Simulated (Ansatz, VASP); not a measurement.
# Two plane-wave programs on SnO2

```xyz
3
Lattice="-1.7959 2.5722 1.8415 1.7959 -2.5722 1.8415 1.7959 2.5722 -1.8415" Properties=species:S:1:pos:R:3 pbc="T T T"
Sn    1.7959    0.0000    0.9987
O     0.0000    3.8550    0.9987
O     0.0000    1.2895    0.9987
```

Alike in both runs: functional PBE; k mesh 8 × 8 × 8; occupations gaussian, width 0.1 eV; no spin polarisation.

Ansatz relaxed the structure, and its values are those at the end. VASP's run is a single point on that final structure, the one shown.

|  | VASP | Ansatz |
| --- | --- | --- |
| version | VASP 6.6.1 | Ansatz 0.2.0 |
| potentials or method | VASP PAW PBE potentials, release 64 (Sn_d, O), cutoff 520 eV | scalar-relativistic, plane waves, PAW |
| valence electrons in the cell | 26 | 26 |

|  | VASP | Ansatz | Ansatz less VASP |
| --- | --- | --- | --- |
| gap on the k mesh at the Fermi level (eV) | none | none | - |
| pressure (GPa) | 0.7 | 0.1 | -0.56 |

A gap of «none» marks a metal or a gap that the smearing closes. With one functional, cell and mesh, what is left measures potentials, basis and numerics.
